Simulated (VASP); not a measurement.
# Au (Fm-3m) in VASP: notebook

Runs on Au. Level: PBE. Tasks: single point, relaxation of cell and atoms.

All numbers are computed with VASP 6.6.1; they aren't measurements. Logs are shortened: lines on timing, memory, paths and dates and some standing lists are left out, and cuts for length are marked.

## Step 1: The cell of the first run

Symmetry: Fm-3m, No. 225, cubic system. The conventional cell has a = 4.158 Å, b = 4.158 Å, c = 4.158 Å, α = 90.00°, β = 90.00°, γ = 90.00°. Within 3.9 Å of Au (site symmetry m-3m) lie 12 Au at 2.94 Å.

## Step 2: Single point, PBE

Input file INCAR:

```
SYSTEM = Au
  PREC = Accurate
  ENCUT = 520
  EDIFF = 1E-6
  ISMEAR = 0
  SIGMA = 0.1
  LREAL = .False.
  LASPH = .True.
  NELM = 80
  ALGO = Normal
  ISIF = 2
  LWAVE = .False.
  LCHARG = .True.
  GGA = PE
  LELF = .True.
  LVHAR = .True.
  NBANDS = 12
```

Input file KPOINTS:

```
regular mesh
0
Gamma
  24 24 24
  0 0 0
```

Input file POSCAR:

```
Au
1.0
    0.0000000000      2.0790000000      2.0790000000
    2.0790000000      0.0000000000      2.0790000000
    2.0790000000      2.0790000000      0.0000000000
Au
1
Direct
    0.0000000000      0.0000000000      0.0000000000
```

Potentials or basis: VASP PAW PBE potentials, release 64 (Au).

The run is started by

```console
> cat potpaw_PBE.64/Au/POTCAR > POTCAR
> mpirun -np 1 vasp_std > vasp.out
```

OUTCAR:

```text
SYSTEM = Au
   PREC = Accurate
   ENCUT = 520
   EDIFF = 1E-6
   ISMEAR = 0
   LREAL = .False.
   LASPH = .True.
   NELM = 80
   ISIF = 2
   GGA = PE

 ion  position               nearest neighbor table
   1  0.000  0.000  0.000-

  LATTYP: Found a face centered cubic cell.
 ALAT       =     4.1580000000

  Lattice vectors:

 A1 = (   0.0000000000,   2.0790000000,   2.0790000000)
 A2 = (   2.0790000000,   0.0000000000,   2.0790000000)
 A3 = (   2.0790000000,   2.0790000000,   0.0000000000)

Analysis of symmetry for initial positions (statically):
=====================================================================
 Subroutine PRICEL returns:
 Original cell was already a primitive cell.

 Routine SETGRP: Setting up the symmetry group for a
 face centered cubic supercell.

 Subroutine GETGRP returns: Found 48 space group operations
 (whereof 48 operations were pure point group operations)
 out of a pool of 48 trial point group operations.

The static configuration has the point symmetry O_h .

Analysis of symmetry for dynamics (positions and initial velocities):
=====================================================================
 Subroutine PRICEL returns:
 Original cell was already a primitive cell.

 Routine SETGRP: Setting up the symmetry group for a
 face centered cubic supercell.

 Subroutine GETGRP returns: Found 48 space group operations
 (whereof 48 operations were pure point group operations)
 out of a pool of 48 trial point group operations.

The dynamic configuration has the point symmetry O_h .

 Subroutine INISYM returns: Found 48 space group operations
 (whereof 48 operations are pure point group operations),
 and found     1 'primitive' translations

----------------------------------------------------------------------------------------

                                     Primitive cell

  volume of cell :      17.9719

  direct lattice vectors                    reciprocal lattice vectors
     0.000000000  2.079000000  2.079000000    -0.240500241  0.240500241  0.240500241
     2.079000000  0.000000000  2.079000000     0.240500241 -0.240500241  0.240500241
     2.079000000  2.079000000  0.000000000     0.240500241  0.240500241 -0.240500241

  length of vectors
     2.940149996  2.940149996  2.940149996     0.416558636  0.416558636  0.416558636

  position of ions in fractional coordinates (direct lattice)
     0.000000000  0.000000000  0.000000000

  ion indices of the primitive-cell ions
   primitive index   ion index
                 1           1

----------------------------------------------------------------------------------------

 KPOINTS: regular mesh

Automatic generation of k-mesh.
 Grid dimensions read from file:
 generate k-points for:   24   24   24

 Generating k-lattice:

  Cartesian coordinates                     Fractional coordinates (reciprocal lattice)
    -0.010020843  0.010020843  0.010020843     0.041666667  0.000000000  0.000000000
     0.010020843 -0.010020843  0.010020843     0.000000000  0.041666667  0.000000000
     0.010020843  0.010020843 -0.010020843     0.000000000  0.000000000  0.041666667

  Length of vectors
     0.017356610  0.017356610  0.017356610

  Shift w.r.t. Gamma in fractional coordinates (k-lattice)
     0.000000000  0.000000000  0.000000000

 Subroutine IBZKPT returns following result:
 ===========================================

 Found    413 irreducible k-points:

 Following reciprocal coordinates:
            Coordinates               Weight
  0.000000  0.000000  0.000000      1.000000
  0.041667  0.000000  0.000000      8.000000
  0.083333  0.000000  0.000000      8.000000
  0.125000  0.000000  0.000000      8.000000
  0.166667  0.000000  0.000000      8.000000
  0.208333  0.000000  0.000000      8.000000
[... 16 lines left out ...]
  0.416667  0.041667  0.000000     24.000000
  0.458333  0.041667  0.000000     24.000000
 [... further k-points ...]
   k-points           NKPTS =    413   k-points in BZ     NKDIM =    413   number of bands    NBANDS=     12
   number of dos      NEDOS =    301   number of ions     NIONS =      1
   total plane-waves  NPLWV =  13824
   dimension x,y,z NGX =    24 NGY =   24 NGZ =   24
   dimension x,y,z NGXF=    48 NGYF=   48 NGZF=   48
   ions per type =               1
   NGX,Y,Z   is equivalent  to a cutoff of  13.57, 13.57, 13.57 a.u.
   NGXF,Y,Z  is equivalent  to a cutoff of  27.14, 27.14, 27.14 a.u.
 SYSTEM =  Au
   PREC   = accura    normal or accurate (medium, high low for compatibility)
   ISTART =      0    job   : 0-new  1-cont  2-samecut
   ICHARG =      2    charge: 1-file 2-atom 10-const
   ISPIN  =      1    spin polarized calculation?
   LNONCOLLINEAR =      F non collinear calculations
   LSORBIT =      F    spin-orbit coupling
   LASPH  =      T    aspherical Exc in radial PAW
   ENCUT  =  520.0 eV  38.22 Ry    6.18 a.u.   5.47  5.47  5.47*2*pi/ulx,y,z
   NELM   =     80;   NELMIN=  2; NELMDL= -5     # of ELM steps
   EDIFF  = 0.1E-05   stopping-criterion for ELM
   LREAL  =      F    real-space projection
   EDIFFG = 0.1E-04   stopping-criterion for IOM
   NSW    =      0    number of steps for IOM
   IBRION =     -1    ionic relax: 0-MD 1-quasi-New 2-CG
   NFREE  =      0    steps in history (QN), initial steepest desc. (CG)
   ISIF   =      2    stress and relaxation
   ISYM   =      2    0-nonsym 1-usesym 2-fastsym
   POTIM  = 0.5000    time-step for ionic-motion
   TEBEG  =    0.0;   TEEND  =   0.0 temperature during run
   PSTRESS=    0.0 pullay stress
   NELECT =      11.0000    total number of electrons
   NUPDOWN=      -1.0000    fix difference up-down
   EMIN   =  10.00;   EMAX   =-10.00  energy-range for DOS
   EFERMI =   0.00;   METHOD = LEGACY
   ISMEAR =     0;   SIGMA  =   0.10  broadening in eV -4-tet -1-fermi 0-gaus
   EFERMI_NEDOS =   21; number of points for ismear=-14 and -15
   IALGO  =     38    algorithm
   IMIX   =      4    mixing-type and parameters
     AMIX     =   0.40;   BMIX     =  1.00
     AMIX_MAG =   1.60;   BMIX_MAG =  1.00
  volume/ion in A,a.u.               =      17.97       121.28
  Fermi-wavevector in a.u.,A,eV,Ry     =   1.389978  2.626677 26.286982  1.932039
  Thomas-Fermi vector in A             =   2.513957
   LORBIT       =      0    0 simple, 1 ext, 2 COOP (PROOUT), +10 PAW based schemes
   GGA     = PE    functional components
   LHFCALC =     F    Hartree Fock is set to
   AEXX    =    0.0000 exact exchange contribution
   IVDW    =     0    specifies the selected vdW correction
   LEPSILON=     F    determine dielectric tensor
   LRPA    =     F    only Hartree local field effects (RPA)
 non-spin polarized calculation
 Gauss-broadening in eV      SIGMA  =   0.10
  energy-cutoff  :      520.00
  volume of cell :       17.97
 maximum number of plane-waves:       531
 NGX is ok and might be reduce to    24
   NGX = 11   NGY = 11   NGZ = 11

 number of electron      11.0000001 magnetization

 Free energy of the ion-electron system (eV)
  ---------------------------------------------------
  ext. energy  EPLUGINS =         0.00000000
  ---------------------------------------------------
  free energy    TOTEN  =        -3.22217427 eV

  energy without entropy =       -3.22090750  energy(sigma->0) =       -3.22154088

 E-fermi :   8.6101     XC(G=0): -12.4002

 val. band max:        8.6089237068   @ k =   0.4583   0.3333   0.0000
 cond. band min:       8.6282924931   @ k =  -0.4583   0.0833   0.0417
 fundamental gap:      0.0193687863
 Fermi energy:         8.6100954053

 k-point     1 :       0.0000    0.0000    0.0000
  band No.  band energies     occupation
      1      -0.6933      2.00000
      2       4.1969      2.00000
      3       4.1969      2.00000
      4       4.1969      2.00000
      5       5.5753      2.00000
      6       5.5753      2.00000
      7      23.1945      0.00000
      8      26.8878      0.00000
      9      26.8878      0.00000
     10      26.8878      0.00000
     11      31.6267      0.00000
     12      35.7071      0.00000

 k-point     2 :       0.0417    0.0000    0.0000
  band No.  band energies     occupation
      1      -0.6353      2.00000
      2       4.1787      2.00000
      3       4.2165      2.00000
      4       4.2165      2.00000
      5       5.5665      2.00000
      6       5.5665      2.00000
      7      23.2591      0.00000
      8      26.4607      0.00000
      9      26.9511      0.00000
     10      26.9511      0.00000
     11      31.9902      0.00000
     12      34.8274      0.00000

 k-point     3 :       0.0833    0.0000    0.0000
  band No.  band energies     occupation
      1      -0.4637      2.00000
      2       4.1289      2.00000
      3       4.2714      2.00000
      4       4.2714      2.00000
      5       5.5446      2.00000
      6       5.5446      2.00000
      7      23.4250      0.00000
      8      25.4709      0.00000
      9      27.1337      0.00000
     10      27.1337      0.00000
     11      32.2865      0.00000
     12      34.1778      0.00000
[... 286 lines left out ...]
 k-point    23 :       0.4167    0.0417    0.0000
  band No.  band energies     occupation
      1       1.7985      2.00000
      2       4.1996      2.00000
      3       4.2712      2.00000
      4       5.8348      2.00000
      5       6.5428      2.00000
      6       6.8460      2.00000
      7      13.6357      0.00000
      8      22.9739      0.00000
      9      25.4337      0.00000
     10      25.9704      0.00000
     11      32.3061      0.00000
     12      32.3745      0.00000

 k-point    24 :       0.4583    0.0417    0.0000
  band No.  band energies     occupation
      1       1.8126      2.00000
      2       4.1573      2.00000
      3       4.2249      2.00000
      4       6.2271      2.00000
      5       6.6440      2.00000
      6       7.5447      2.00000
      7      12.3159      0.00000
      8      22.7759      0.00000
      9      25.2223      0.00000
     10      25.4478      0.00000
     11      32.5909      0.00000
     12      32.7397      0.00000

 [... further k-points ...]

------------------------ aborting loop because EDIFF is reached ----------------------------------------

  FORCE on cell =-STRESS in cart. coord.  units (eV):
  Direction    XX          YY          ZZ          XY          YZ          ZX
  --------------------------------------------------------------------------------------
  -------------------------------------------------------------------------------------
  Total       -0.0258359     -0.0258359     -0.0258359      0.0000000      0.0000000      0.0000000
  in kB       -2.3032484     -2.3032484     -2.3032484      0.0000000      0.0000000      0.0000000
  external PRESSURE =      -2.3032484 kB  Pullay stress =       0.0000000 kB

 VOLUME and BASIS-vectors are now :
 -----------------------------------------------------------------------------
  energy-cutoff  :      520.00
  volume of cell :       17.97
      direct lattice vectors                 reciprocal lattice vectors
     0.000000000  2.079000000  2.079000000    -0.240500241  0.240500241  0.240500241
     2.079000000  0.000000000  2.079000000     0.240500241 -0.240500241  0.240500241
     2.079000000  2.079000000  0.000000000     0.240500241  0.240500241 -0.240500241

 POSITION                                       TOTAL-FORCE (eV/Angst)
 -----------------------------------------------------------------------------------
      0.00000      0.00000      0.00000         0.000000      0.000000      0.000000
 -----------------------------------------------------------------------------------
    total drift:                               -0.000000      0.000000     -0.000000

  FREE ENERGIE OF THE ION-ELECTRON SYSTEM (eV)
  ---------------------------------------------------
  free  energy   TOTEN  =        -3.2221742685 eV

  energy  without entropy=       -3.2209075002  energy(sigma->0) =       -3.22154088
```

Run time: 68 s. Hardware: 1 thread of Intel Xeon 8259CL, shared host; peak memory 0.22 GiB.

What came out:

```
Free energy            : -3.2222 eV
Pressure               : -0.2 GPa
Band gap on the k mesh : zero (an odd number of electrons rules out a gap without spin polarisation)
```

Levels at points of the mesh, in eV from the Fermi level:
| k point | band 3 | band 4 | band 5 | band 6 | band 7 | band 8 | band 9 | band 10 |
| --- | --- | --- | --- | --- | --- | --- | --- | --- |
| (0.00, 0.00, 0.00) | -4.41 | -4.41 | -3.03 | -3.03 | 14.58 | 18.28 | 18.28 | 18.28 |
| (0.50, 0.00, 0.00) | -4.44 | -1.94 | -1.94 | -0.71 | 2.80 | 14.02 | 16.73 | 16.73 |
| (0.50, 0.50, 0.00) | -1.98 | -1.65 | -1.65 | 1.17 | 5.36 | 9.86 | 9.86 | 16.64 |

Caveat: spin-orbit coupling is left out, which moves the levels of the heavy elements.

## Step 3: Relaxation of cell and atoms, PBE

Input file INCAR:

```
SYSTEM = Au
PREC = Accurate
ENCUT = 600
EDIFF = 1E-6
ISMEAR = 0
SIGMA = 0.1
LREAL = .False.
LASPH = .True.
NELM = 80
ALGO = Fast
ISIF = 3
LWAVE = .False.
LCHARG = .False.
GGA = PE
IBRION = 2
NSW = 80
EDIFFG = -0.003
```

KPOINTS is that of step 2.

POSCAR is that of step 2.

Potentials or basis: VASP PAW PBE potentials, release 64 (Au).

The run is started by

```console
> cat potpaw_PBE.64/Au/POTCAR > POTCAR
> mpirun -np 1 vasp_std > vasp.out
```

It took 1.9 min on 1 thread of Intel Xeon 8259CL, shared host; peak memory 0.22 GiB.

Results (log left out):

* Free energy: -3.2221 eV
* Relaxed volume: 17.95 Å³/atom
* Relaxed cell: a = 2.939 Å, b = 2.939 Å, c = 2.939 Å, α = 60.00°, β = 60.00°, γ = 60.00°
* Space group after relaxing (to 0.1 Å): Fm-3m (No. 225)
* Energy gained by relaxing: 0.0 meV/atom
* Ionic steps: 4
* Pressure after relaxing: 0.0 GPa
* Band gap on the k mesh: zero (an odd number of electrons rules out a gap without spin polarisation)

Final structure:
```
CELL_PARAMETERS angstrom
0.00000 2.07813 2.07813
2.07813 0.00000 2.07813
2.07813 2.07813 0.00000
ATOMIC_POSITIONS crystal
Au 0.00000 0.00000 0.00000
```

Levels at points of the mesh, in eV from the Fermi level:
```csv
k point,band 3,band 4,band 5,band 6,band 7,band 8,band 9
"(0.00, 0.00, 0.00)",-4.42,-4.42,-3.04,-3.04,14.58,18.28,18.28
"(0.50, 0.00, 0.00)",-4.45,-1.94,-1.94,-0.72,2.80,14.02,16.74
"(0.50, 0.50, 0.00)",-1.98,-1.65,-1.65,1.17,5.37,9.86,9.86
```

Caveat: spin-orbit coupling is left out, which moves the levels of the heavy elements.
